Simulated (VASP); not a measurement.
# O (Im-3m) in VASP: a series of runs

O is run at these levels: PBE; tasks: single point.

Everything below comes from runs of VASP 6.6.1. Logs are shortened: lines on timing, memory, paths and dates and some standing lists are left out, and cuts for length are marked.

## Step 1: The cell of the first run

The structure is cubic, space group Im-3m (No. 229). Conventional cell: a = 1.982 Å, b = 1.982 Å, c = 1.982 Å, α = 90.00°, β = 90.00°, γ = 90.00°. O (site symmetry m-3m) has 14 O at 1.72 to 1.98 Å within 2.3 Å.

## Step 2: Single point, PBE (volume scaled by 0.5)

Input file INCAR:

```
SYSTEM = O
ALGO     = Normal         ! electronic algorithm
EDIFF    = 1E-7           ! SCF threshold, eV
ENCUT    = 520            ! plane-wave cutoff, eV
GGA      = PE             ! functional
ISIF     = 2              ! what is computed and relaxed
ISMEAR   = -1             ! smearing method
LASPH    = .True.         ! aspherical terms in the spheres
LCHARG   = .False.        ! write CHGCAR
LREAL    = .False.        ! projectors in reciprocal space
LWAVE    = .False.        ! write WAVECAR
NBANDS   = 9              ! bands
NELM     = 80             ! most SCF steps
PREC     = Accurate       ! precision mode
SIGMA    = 0.08           ! smearing width, eV
```

Input file KPOINTS:

```
k-points
0
Gamma
  19 19 19
  0 0 0
```

Input file POSCAR:

```
O
1.0
   -0.9910218647      0.9910218647      0.9910218647
    0.9910218647     -0.9910218647      0.9910218647
    0.9910218647      0.9910218647     -0.9910218647
O
1
Direct
    0.0000000000      0.0000000000      0.0000000000
```

Potentials or basis: VASP PAW PBE potentials, release 64 (O).

The run is started by

```bash
cat potpaw_PBE.64/O/POTCAR > POTCAR
mpirun -np 1 vasp_std > vasp.out
```

OUTCAR:

```text
SYSTEM = O
   EDIFF = 1E-7
   ENCUT = 520
   GGA = PE
   ISIF = 2
   ISMEAR = -1
   LASPH = .True.
   LREAL = .False.
   NELM = 80
   PREC = Accurate

 ion  position               nearest neighbor table
   1  0.000  0.000  0.000-

  LATTYP: Found a body centered cubic cell.
 ALAT       =     1.9820437294

  Lattice vectors:

 A1 = (  -0.9910218647,   0.9910218647,   0.9910218647)
 A2 = (   0.9910218647,  -0.9910218647,   0.9910218647)
 A3 = (   0.9910218647,   0.9910218647,  -0.9910218647)

Analysis of symmetry for initial positions (statically):
=====================================================================
 Subroutine PRICEL returns:
 Original cell was already a primitive cell.

 Routine SETGRP: Setting up the symmetry group for a
 body centered cubic supercell.

 Subroutine GETGRP returns: Found 48 space group operations
 (whereof 48 operations were pure point group operations)
 out of a pool of 48 trial point group operations.

The static configuration has the point symmetry O_h .

Analysis of symmetry for dynamics (positions and initial velocities):
=====================================================================
 Subroutine PRICEL returns:
 Original cell was already a primitive cell.

 Routine SETGRP: Setting up the symmetry group for a
 body centered cubic supercell.

 Subroutine GETGRP returns: Found 48 space group operations
 (whereof 48 operations were pure point group operations)
 out of a pool of 48 trial point group operations.

The dynamic configuration has the point symmetry O_h .

 Subroutine INISYM returns: Found 48 space group operations
 (whereof 48 operations are pure point group operations),
 and found     1 'primitive' translations

----------------------------------------------------------------------------------------

                                     Primitive cell

  volume of cell :       3.8932

  direct lattice vectors                    reciprocal lattice vectors
    -0.991021865  0.991021865  0.991021865     0.000000000  0.504529736  0.504529736
     0.991021865 -0.991021865  0.991021865     0.504529736  0.000000000  0.504529736
     0.991021865  0.991021865 -0.991021865     0.504529736  0.504529736  0.000000000

  length of vectors
     1.716500221  1.716500221  1.716500221     0.713512796  0.713512796  0.713512796

  position of ions in fractional coordinates (direct lattice)
     0.000000000  0.000000000  0.000000000

  ion indices of the primitive-cell ions
   primitive index   ion index
                 1           1

----------------------------------------------------------------------------------------

 KPOINTS: k-points

Automatic generation of k-mesh.
 Grid dimensions read from file:
 generate k-points for:   19   19   19

 Generating k-lattice:

  Cartesian coordinates                     Fractional coordinates (reciprocal lattice)
     0.000000000  0.026554197  0.026554197     0.052631579  0.000000000  0.000000000
     0.026554197  0.000000000  0.026554197     0.000000000  0.052631579  0.000000000
     0.026554197  0.026554197  0.000000000     0.000000000  0.000000000  0.052631579

  Length of vectors
     0.037553305  0.037553305  0.037553305

  Shift w.r.t. Gamma in fractional coordinates (k-lattice)
     0.000000000  0.000000000  0.000000000

 Subroutine IBZKPT returns following result:
 ===========================================

 Found    220 irreducible k-points:

 Following reciprocal coordinates:
            Coordinates               Weight
  0.000000  0.000000  0.000000      1.000000
  0.052632  0.000000  0.000000     12.000000
  0.105263  0.000000  0.000000     12.000000
  0.157895  0.000000  0.000000     12.000000
  0.210526  0.000000  0.000000     12.000000
  0.263158  0.000000  0.000000     12.000000
[... 16 lines left out ...]
  0.263158  0.105263 -0.000000     48.000000
  0.315789  0.105263  0.000000     48.000000
 [... further k-points ...]
   k-points           NKPTS =    220   k-points in BZ     NKDIM =    220   number of bands    NBANDS=      9
   number of dos      NEDOS =    301   number of ions     NIONS =      1
   total plane-waves  NPLWV =   2744
   dimension x,y,z NGX =    14 NGY =   14 NGZ =   14
   dimension x,y,z NGXF=    28 NGYF=   28 NGZF=   28
   ions per type =               1
   NGX,Y,Z   is equivalent  to a cutoff of  13.56, 13.56, 13.56 a.u.
   NGXF,Y,Z  is equivalent  to a cutoff of  27.12, 27.12, 27.12 a.u.
 SYSTEM =  O
   PREC   = accura    normal or accurate (medium, high low for compatibility)
   ISTART =      0    job   : 0-new  1-cont  2-samecut
   ICHARG =      2    charge: 1-file 2-atom 10-const
   ISPIN  =      1    spin polarized calculation?
   LNONCOLLINEAR =      F non collinear calculations
   LSORBIT =      F    spin-orbit coupling
   LASPH  =      T    aspherical Exc in radial PAW
   ENCUT  =  520.0 eV  38.22 Ry    6.18 a.u.   3.19  3.19  3.19*2*pi/ulx,y,z
   NELM   =     80;   NELMIN=  2; NELMDL= -5     # of ELM steps
   EDIFF  = 0.1E-06   stopping-criterion for ELM
   LREAL  =      F    real-space projection
   EDIFFG = 0.1E-05   stopping-criterion for IOM
   NSW    =      0    number of steps for IOM
   IBRION =     -1    ionic relax: 0-MD 1-quasi-New 2-CG
   NFREE  =      0    steps in history (QN), initial steepest desc. (CG)
   ISIF   =      2    stress and relaxation
   ISYM   =      2    0-nonsym 1-usesym 2-fastsym
   POTIM  = 0.5000    time-step for ionic-motion
   TEBEG  =    0.0;   TEEND  =   0.0 temperature during run
   PSTRESS=    0.0 pullay stress
   NELECT =       6.0000    total number of electrons
   NUPDOWN=      -1.0000    fix difference up-down
   EMIN   =  10.00;   EMAX   =-10.00  energy-range for DOS
   EFERMI =   0.00;   METHOD = LEGACY
   ISMEAR =    -1;   SIGMA  =   0.08  broadening in eV -4-tet -1-fermi 0-gaus
   EFERMI_NEDOS =   21; number of points for ismear=-14 and -15
   IALGO  =     38    algorithm
   IMIX   =      4    mixing-type and parameters
     AMIX     =   0.40;   BMIX     =  1.00
     AMIX_MAG =   1.60;   BMIX_MAG =  1.00
  volume/ion in A,a.u.               =       3.89        26.27
  Fermi-wavevector in a.u.,A,eV,Ry     =   1.890988  3.573448 48.652177  3.575834
  Thomas-Fermi vector in A             =   2.932231
   LORBIT       =      0    0 simple, 1 ext, 2 COOP (PROOUT), +10 PAW based schemes
   GGA     = PE    functional components
   LHFCALC =     F    Hartree Fock is set to
   AEXX    =    0.0000 exact exchange contribution
   IVDW    =     0    specifies the selected vdW correction
   LEPSILON=     F    determine dielectric tensor
   LRPA    =     F    only Hartree local field effects (RPA)
 non-spin polarized calculation
  energy-cutoff  :      520.00
  volume of cell :        3.89
 maximum number of plane-waves:       116
 NGX is ok and might be reduce to    14
   NGX =  7   NGY =  7   NGZ =  7

 number of electron       6.0000002 magnetization

 Free energy of the ion-electron system (eV)
  ---------------------------------------------------
  ext. energy  EPLUGINS =         0.00000000
  ---------------------------------------------------
  free energy    TOTEN  =         0.71896248 eV

  energy without entropy =        0.72964177  energy(sigma->0) =        0.72430213

 E-fermi :  14.8129     XC(G=0): -16.5841

 val. band max:       14.7984966087   @ k =  -0.3684   0.4737   0.2105
 cond. band min:      14.8198487516   @ k =   0.3158   0.2632   0.0526
 fundamental gap:      0.0213521429
 Fermi energy:        14.8128951283

 k-point     1 :       0.0000    0.0000    0.0000
  band No.  band energies     occupation
      1     -18.3588      2.00000
      2      19.4154      0.00000
      3      19.4154      0.00000
      4      19.4154      0.00000
      5      52.9427      0.00000
      6      61.8145      0.00000
      7      61.8145      0.00000
      8      61.8145      0.00000
      9      67.8260      0.00000

 k-point     2 :       0.0526    0.0000    0.0000
  band No.  band energies     occupation
      1     -18.1866      2.00000
      2      19.0345      0.00000
      3      19.2424      0.00000
      4      19.3843      0.00000
      5      53.0311      0.00000
      6      60.3943      0.00000
      7      60.5264      0.00000
      8      62.3456      0.00000
      9      65.6673      0.00000

 k-point     3 :       0.1053    0.0000    0.0000
  band No.  band energies     occupation
      1     -17.6710      2.00000
      2      17.9163      0.00000
      3      18.7546      0.00000
      4      19.2928      0.00000
      5      53.1600      0.00000
      6      56.7594      0.00000
      7      58.0079      0.00000
      8      63.9011      0.00000
      9      64.9112      0.00000

 k-point     4 :       0.1579    0.0000    0.0000
  band No.  band energies     occupation
      1     -16.8142      2.00000
      2      16.1295      0.00000
      3      18.0436      0.00000
      4      19.1476      0.00000
      5      51.8523      0.00000
      6      54.6151      0.00000
      7      55.4134      0.00000
      8      63.7467      0.00000
      9      66.3835      0.00000
[... 205 lines left out ...]
 k-point    22 :       0.2105    0.1053    0.0000
  band No.  band energies     occupation
      1     -13.6051      2.00000
      2      10.9426      2.00000
      3      15.5283      0.00026
      4      18.1002      0.00000
      5      46.8673      0.00000
      6      50.1110      0.00000
      7      54.8329      0.00000
      8      63.5561      0.00000
      9      72.3015      0.00000

 k-point    23 :       0.2632    0.1053   -0.0000
  band No.  band energies     occupation
      1     -11.7911      2.00000
      2       8.1358      2.00000
      3      14.5551      1.92335
      4      17.8309      0.00000
      5      45.1206      0.00000
      6      49.1152      0.00000
      7      55.1439      0.00000
      8      64.1413      0.00000
      9      74.7567      0.00000

 k-point    24 :       0.3158    0.1053    0.0000
  band No.  band energies     occupation
      1      -9.7061      2.00000
      2       5.1489      2.00000
      3      13.7928      1.99999
      4      17.5993      0.00000
      5      43.8736      0.00000
      6      48.3616      0.00000
      7      55.4730      0.00000
      8      64.8879      0.00000
      9      77.3167      0.00000

 [... further k-points ...]
[... 5 lines left out ...]
  --------------------------------------------------------------------------------------
  -------------------------------------------------------------------------------------
  Total       11.6971676     11.6971676     11.6971676     -0.0000000      0.0000000      0.0000000
  in kB     4813.7285412   4813.7285412   4813.7285412     -0.0000000      0.0000000      0.0000000
  external PRESSURE =    4813.7285412 kB  Pullay stress =       0.0000000 kB

 VOLUME and BASIS-vectors are now :
 -----------------------------------------------------------------------------
  energy-cutoff  :      520.00
  volume of cell :        3.89
      direct lattice vectors                 reciprocal lattice vectors
    -0.991021865  0.991021865  0.991021865     0.000000000  0.504529736  0.504529736
     0.991021865 -0.991021865  0.991021865     0.504529736  0.000000000  0.504529736
     0.991021865  0.991021865 -0.991021865     0.504529736  0.504529736  0.000000000

 POSITION                                       TOTAL-FORCE (eV/Angst)
 -----------------------------------------------------------------------------------
      0.00000      0.00000      0.00000         0.000000     -0.000000      0.000000
 -----------------------------------------------------------------------------------
    total drift:                               -0.000000     -0.000000      0.000000

  FREE ENERGIE OF THE ION-ELECTRON SYSTEM (eV)
  ---------------------------------------------------
  free  energy   TOTEN  =         0.7189624844 eV

  energy  without entropy=        0.7296417734  energy(sigma->0) =        0.72430213
```

Run time: 4.3 s. Hardware: 1 thread of Intel Xeon 6975P-C (Granite Rapids), shared host; peak memory 0.11 GiB.

Results:

| Quantity | Value |
| --- | --- |
| Free energy | 0.7190 eV |
| Pressure | 481.4 GPa |
| Band gap on the k mesh | zero (band 3 reaches 19.42 eV, above the bottom of band 4 at 7.67 eV) |

(Continued in part 2 of 2.)
